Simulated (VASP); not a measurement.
# Co (P6_3/mmc) in VASP: single point with PBEsol

Aim: the single point of Co with PBEsol.

Program: VASP 6.6.1. These are calculated values, not measurements. Logs are shortened: lines on timing, memory, paths and dates and some standing lists are left out, and cuts for length are marked.

### Step 1. The cell of the first run

Symmetry: P6_3/mmc, No. 194, hexagonal system. Conventional cell: a = 2.579 Å, b = 2.579 Å, c = 3.771 Å, α = 90.00°, β = 90.00°, γ = 120.00°. Co (site symmetry -6m2) has 12 Co at 2.40 to 2.58 Å within 3.2 Å.

### Step 2. Single point, PBEsol, collinear spin, ferromagnetic start (strain +0.050 along x and y, -0.050 along z)

INCAR reads:

```
PREC = Accurate
ENCUT = 520
EDIFF = 1E-6
ISMEAR = 0
SIGMA = 0.15
LREAL = F
LASPH = T
NELM = 150
ALGO = Fast
ISIF = 2
LWAVE = F
LCHARG = T
ISPIN = 2
MAGMOM = 1.8 1.8
LORBIT = 11
LMAXMIX = 4
GGA = PS
LELF = T
LVHAR = T
NBANDS = 20
```

KPOINTS reads:

```
Automatic mesh
0
Gamma
  30 30 16
```

POSCAR reads:

```
Co
1.0
    2.5792434228      0.0000000000      0.0000000000
   -1.2896217114      2.2336903266      0.0000000000
    0.0000000000      0.0000000000      3.7709429295
Co
2
Direct
    0.3333333333      0.6666666667      0.2500000000
    0.6666666667      0.3333333333      0.7500000000
```

Potentials or basis: VASP PAW PBE potentials, release 64 (Co).

On the command line:

```sh
$ cat potpaw_PBE.64/Co/POTCAR > POTCAR
$ mpirun -np 1 vasp_std > vasp.out
```

OUTCAR:

```text
PREC = Accurate
   ENCUT = 520
   EDIFF = 1E-6
   ISMEAR = 0
   LREAL = F
   LASPH = T
   NELM = 150
   ISIF = 2
   ISPIN = 2
   LORBIT = 11
   GGA = PS

 ion  position               nearest neighbor table
   1  0.333  0.667  0.250-   2 2.40   2 2.40   2 2.40   2 2.40   2 2.40   2 2.40
   2  0.667  0.333  0.750-   1 2.40   1 2.40   1 2.40   1 2.40   1 2.40   1 2.40

  LATTYP: Found a hexagonal cell.
 ALAT       =     2.5792434228
 C/A-ratio  =     1.4620345238

  Lattice vectors:

 A1 = (   2.5792434228,   0.0000000000,   0.0000000000)
 A2 = (  -1.2896217114,   2.2336903266,   0.0000000000)
 A3 = (   0.0000000000,   0.0000000000,   3.7709429295)

Analysis of symmetry for initial positions (statically):
=====================================================================
 Subroutine PRICEL returns:
 Original cell was already a primitive cell.

 Routine SETGRP: Setting up the symmetry group for a
 hexagonal supercell.

 Subroutine GETGRP returns: Found 24 space group operations
 (whereof 12 operations were pure point group operations)
 out of a pool of 24 trial point group operations.

The static configuration has the point symmetry D_3d.
 The point group associated with its full space group is D_6h.

Analysis of symmetry for dynamics (positions and initial velocities):
=====================================================================
 Subroutine PRICEL returns:
 Original cell was already a primitive cell.

 Routine SETGRP: Setting up the symmetry group for a
 hexagonal supercell.

 Subroutine GETGRP returns: Found 24 space group operations
 (whereof 12 operations were pure point group operations)
 out of a pool of 24 trial point group operations.

The dynamic configuration has the point symmetry D_3d.
 The point group associated with its full space group is D_6h.

Analysis of structural, dynamic, and magnetic symmetry:
=====================================================================
 Subroutine PRICEL returns:
 Original cell was already a primitive cell.

 Routine SETGRP: Setting up the symmetry group for a
 hexagonal supercell.

 Subroutine GETGRP returns: Found 24 space group operations
 (whereof 12 operations were pure point group operations)
 out of a pool of 24 trial point group operations.

The overall configuration has the point symmetry D_3d.
 The point group associated with its full space group is D_6h.

 Subroutine INISYM returns: Found 24 space group operations
 (whereof 12 operations are pure point group operations),
 and found     1 'primitive' translations

----------------------------------------------------------------------------------------

                                     Primitive cell

  volume of cell :      21.7253

  direct lattice vectors                    reciprocal lattice vectors
     2.579243423  0.000000000  0.000000000     0.387710594  0.223844816  0.000000000
    -1.289621711  2.233690327  0.000000000     0.000000000  0.447689632  0.000000000
     0.000000000  0.000000000  3.770942929     0.000000000  0.000000000  0.265185663

  length of vectors
     2.579243423  2.579243423  3.770942929     0.447689632  0.447689632  0.265185663

  position of ions in fractional coordinates (direct lattice)
     0.333333333  0.666666667  0.250000000
     0.666666667  0.333333333  0.750000000

  ion indices of the primitive-cell ions
   primitive index   ion index
                 1           1
                 2           2

----------------------------------------------------------------------------------------

 KPOINTS: Automatic mesh

Automatic generation of k-mesh.
 Grid dimensions read from file:
 generate k-points for:   30   30   16

 Generating k-lattice:

  Cartesian coordinates                     Fractional coordinates (reciprocal lattice)
     0.012923686  0.007461494  0.000000000     0.033333333  0.000000000  0.000000000
     0.000000000  0.014922988  0.000000000     0.000000000  0.033333333  0.000000000
     0.000000000  0.000000000  0.016574104     0.000000000  0.000000000  0.062500000

  Length of vectors
     0.014922988  0.014922988  0.016574104

  Shift w.r.t. Gamma in fractional coordinates (k-lattice)
     0.000000000  0.000000000  0.000000000

 Subroutine IBZKPT returns following result:
 ===========================================

 Found    819 irreducible k-points:

 Following reciprocal coordinates:
            Coordinates               Weight
  0.000000  0.000000  0.000000      1.000000
  0.033333  0.000000  0.000000      6.000000
  0.066667  0.000000  0.000000      6.000000
  0.100000 -0.000000  0.000000      6.000000
  0.133333  0.000000  0.000000      6.000000
  0.166667 -0.000000  0.000000      6.000000
[... 16 lines left out ...]
  0.233333  0.033333  0.000000     12.000000
  0.266667  0.033333  0.000000     12.000000
 [... further k-points ...]
   k-points           NKPTS =    819   k-points in BZ     NKDIM =    819   number of bands    NBANDS=     20
   number of dos      NEDOS =    301   number of ions     NIONS =      2
   total plane-waves  NPLWV =  11200
   dimension x,y,z NGX =    20 NGY =   20 NGZ =   28
   dimension x,y,z NGXF=    40 NGYF=   40 NGZF=   56
   ions per type =               2
   NGX,Y,Z   is equivalent  to a cutoff of  12.89, 12.89, 12.34 a.u.
   NGXF,Y,Z  is equivalent  to a cutoff of  25.78, 25.78, 24.69 a.u.
 SYSTEM =  unknown system
   PREC   = accura    normal or accurate (medium, high low for compatibility)
   ISTART =      0    job   : 0-new  1-cont  2-samecut
   ICHARG =      2    charge: 1-file 2-atom 10-const
   ISPIN  =      2    spin polarized calculation?
   LNONCOLLINEAR =      F non collinear calculations
   LSORBIT =      F    spin-orbit coupling
   LASPH  =      T    aspherical Exc in radial PAW
   ENCUT  =  520.0 eV  38.22 Ry    6.18 a.u.   4.80  4.80  7.01*2*pi/ulx,y,z
   NELM   =    150;   NELMIN=  2; NELMDL= -5     # of ELM steps
   EDIFF  = 0.1E-05   stopping-criterion for ELM
   LREAL  =      F    real-space projection
   EDIFFG = 0.1E-04   stopping-criterion for IOM
   NSW    =      0    number of steps for IOM
   IBRION =     -1    ionic relax: 0-MD 1-quasi-New 2-CG
   NFREE  =      0    steps in history (QN), initial steepest desc. (CG)
   ISIF   =      2    stress and relaxation
   ISYM   =      2    0-nonsym 1-usesym 2-fastsym
   POTIM  = 0.5000    time-step for ionic-motion
   TEBEG  =    0.0;   TEEND  =   0.0 temperature during run
   PSTRESS=    0.0 pullay stress
   NELECT =      18.0000    total number of electrons
   NUPDOWN=      -1.0000    fix difference up-down
   EMIN   =  10.00;   EMAX   =-10.00  energy-range for DOS
   EFERMI =   0.00;   METHOD = LEGACY
   ISMEAR =     0;   SIGMA  =   0.15  broadening in eV -4-tet -1-fermi 0-gaus
   EFERMI_NEDOS =   21; number of points for ismear=-14 and -15
   IALGO  =     68    algorithm
   IMIX   =      4    mixing-type and parameters
     AMIX     =   0.40;   BMIX     =  1.00
     AMIX_MAG =   1.60;   BMIX_MAG =  1.00
  volume/ion in A,a.u.               =      10.86        73.30
  Fermi-wavevector in a.u.,A,eV,Ry     =   1.537602  2.905646 32.167162  2.364220
  Thomas-Fermi vector in A             =   2.644088
   LORBIT       =     11    0 simple, 1 ext, 2 COOP (PROOUT), +10 PAW based schemes
   GGA     = PS    functional components
   LHFCALC =     F    Hartree Fock is set to
   AEXX    =    0.0000 exact exchange contribution
   IVDW    =     0    specifies the selected vdW correction
   LEPSILON=     F    determine dielectric tensor
   LRPA    =     F    only Hartree local field effects (RPA)
 spin polarized calculation
 RMM-DIIS sequential band-by-band and
 Gauss-broadening in eV      SIGMA  =   0.15
  energy-cutoff  :      520.00
  volume of cell :       21.73
 maximum number of plane-waves:       606
 NGX is ok and might be reduce to    20
   NGX =  9   NGY =  9   NGZ = 15

 number of electron      18.0000001 magnetization       3.1615422

 Free energy of the ion-electron system (eV)
  ---------------------------------------------------
  ext. energy  EPLUGINS =         0.00000000
  ---------------------------------------------------
  free energy    TOTEN  =       -15.32435780 eV

  energy without entropy =      -15.30425458  energy(sigma->0) =      -15.31430619

 E-fermi :  10.0336     XC(G=0): -13.5618

 val. band max:       10.0335688047   @ k =   0.1667   0.0667   0.0625
 cond. band min:      10.0337105144   @ k =   0.3000  -0.0000   0.3125
 fundamental gap:      0.0001417097
 Fermi energy:        10.0335960076

 spin component 1

 k-point     1 :       0.0000    0.0000    0.0000
  band No.  band energies     occupation
      1       1.1014      1.00000
      2       4.9686      1.00000
      3       7.4336      1.00000
      4       7.4336      1.00000
      5       7.8463      1.00000
      6       7.8463      1.00000
[... 12 lines left out ...]
     19      34.2989      0.00000
     20      37.6719      0.00000
[... 507 lines left out ...]
 k-point    24 :       0.2667    0.0333    0.0000
  band No.  band energies     occupation
      1       3.4673      1.00000
      2       5.6283      1.00000
      3       6.4670      1.00000
      4       6.6377      1.00000
      5       7.2898      1.00000
      6       7.8279      1.00000
[... 12 lines left out ...]
     19      33.7937      0.00000
     20      36.3730      0.00000

 [... further k-points ...]

 spin component 2

 k-point     1 :       0.0000    0.0000    0.0000
  band No.  band energies     occupation
      1       1.1557      1.00000
      2       6.0064      1.00000
      3       9.0340      1.00000
      4       9.0340      1.00000
      5       9.4556      1.00000
      6       9.4556      1.00000
[... 12 lines left out ...]
     19      34.3076      0.00000
     20      37.5088      0.00000
[... 507 lines left out ...]
 k-point    24 :       0.2667    0.0333    0.0000
  band No.  band energies     occupation
      1       3.5909      1.00000
      2       6.8491      1.00000
      3       7.6706      1.00000
      4       7.9198      1.00000
      5       8.8184      1.00000
      6       9.3992      1.00000
[... 12 lines left out ...]
     19      33.8215      0.00000
     20      36.6961      0.00000

 [... further k-points ...]
[... 5 lines left out ...]
  --------------------------------------------------------------------------------------
  -------------------------------------------------------------------------------------
  Total       -2.3146789     -2.3146789      1.1790384      0.0000000      0.0000000      0.0000000
  in kB     -170.7010027   -170.7010027     86.9507392      0.0000000      0.0000000      0.0000000
  external PRESSURE =     -84.8170887 kB  Pullay stress =       0.0000000 kB

 VOLUME and BASIS-vectors are now :
 -----------------------------------------------------------------------------
  energy-cutoff  :      520.00
  volume of cell :       21.73
      direct lattice vectors                 reciprocal lattice vectors
     2.579243423  0.000000000  0.000000000     0.387710594  0.223844816  0.000000000
    -1.289621711  2.233690327  0.000000000     0.000000000  0.447689632  0.000000000
     0.000000000  0.000000000  3.770942929     0.000000000  0.000000000  0.265185663

 POSITION                                       TOTAL-FORCE (eV/Angst)
 -----------------------------------------------------------------------------------
     -0.00000      1.48913      0.94274         0.000000     -0.000000      0.000000
      1.28962      0.74456      2.82821        -0.000000      0.000000      0.000000
 -----------------------------------------------------------------------------------
    total drift:                               -0.000000      0.000000     -0.000000

  FREE ENERGIE OF THE ION-ELECTRON SYSTEM (eV)
  ---------------------------------------------------
  free  energy   TOTEN  =       -15.3243578003 eV

  energy  without entropy=      -15.3042545763  energy(sigma->0) =      -15.31430619

 total charge

# of ion       s       p       d       tot
------------------------------------------
    1        0.491   0.523   7.271   8.286
    2        0.491   0.523   7.271   8.286
--------------------------------------------------
tot          0.983   1.046  14.543  16.572

 magnetization (x)

# of ion       s       p       d       tot
------------------------------------------
    1       -0.015  -0.051   1.661   1.595
    2       -0.015  -0.051   1.661   1.595
--------------------------------------------------
tot         -0.031  -0.101   3.323   3.190
```

Wall time 11 min (1 thread of Oxide Virtual Turin-like, shared host); peak memory 0.51 GiB.

Results:

| Item | Value |
| --- | --- |
| Free energy | -15.3244 eV |
| Pressure | -8.5 GPa |
| Net moment | 3.16 μB per cell |
| Site moments | Co +1.59 μB |
| Valence electrons inside the program's atomic spheres | Co 8.29 |

Stress tensor (GPa, compression positive):
```
-17.07   0.00   0.00
  0.00 -17.07   0.00
  0.00   0.00   8.70
```

Levels at points of the mesh, in eV from the Fermi level:
Spin up:
```
           k point  band 8  band 9  band 10  band 11  band 12  band 13  band 14  band 15
(0.00, 0.00, 0.00)   -2.16   -2.07    -0.67    -0.67     1.12     7.89    20.64    22.32
(0.50, 0.00, 0.00)   -0.92   -0.66    -0.29     1.07     2.91    10.41    11.09    13.19
(0.00, 0.00, 0.50)   -2.54   -0.97    -0.97    -0.97    -0.97    17.66    17.66    21.52
(0.50, 0.00, 0.50)   -1.07   -0.74    -0.74     1.49     1.49     7.07     7.07    17.27
```
Spin down:
```
           k point  band 5  band 6  band 7  band 8  band 9  band 10
(0.00, 0.00, 0.00)   -0.58   -0.58   -0.49   -0.49   -0.37     1.07
(0.50, 0.00, 0.00)   -1.53   -0.71   -0.19    0.92    1.21     1.51
(0.00, 0.00, 0.50)   -1.24   -1.24   -1.09   -1.09    0.79     0.79
(0.50, 0.00, 0.50)   -0.29   -0.29    0.22    0.22    1.11     1.11
```

Caveat: the cell differs from its parent crystal (strain +0.050 along x and y, -0.050 along z); the cell stands under tension; the PAW data sets were made with another functional, which shifts forces and pressure a little.
